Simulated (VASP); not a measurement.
Here is a VASP 6.6.1 calculation.

Contents of INCAR:

```
SYSTEM = MgO
PREC = Accurate ; ENCUT = 520
EDIFF = 1E-6 ; ISMEAR = -1
SIGMA = 0.01 ; LREAL = .FALSE.
LASPH = .TRUE. ; NELM = 80
ALGO = Normal ; ISIF = 2
LWAVE = .FALSE. ; LCHARG = .FALSE.
GGA = PE ; NBANDS = 11
```

KPOINTS

```
regular mesh
0
G
  3 3 3
  0 0 0
```

Contents of POSCAR:

```
MgO
1.0
    0.0000000000      2.1351500000      2.1351500000
    2.1351500000      0.0000000000      2.1351500000
    2.1351500000      2.1351500000      0.0000000000
Mg O
1 1
Direct
    0.0000000000      0.0000000000      0.0000000000
    0.5000000000      0.5000000000      0.5000000000
```

Potentials or basis: VASP PAW PBE potentials, release 64 (Mg, O).

Command:

```bash
$ cat potpaw_PBE.64/Mg/POTCAR potpaw_PBE.64/O/POTCAR > POTCAR
$ mpirun -np 1 vasp_std > vasp.out
```

Estimate the pressure.

-2.0 GPa.

Predict the band gap on the k mesh.

4.29 eV, direct.

Caveat: the k points lie up to 0.85 Å⁻¹ apart.
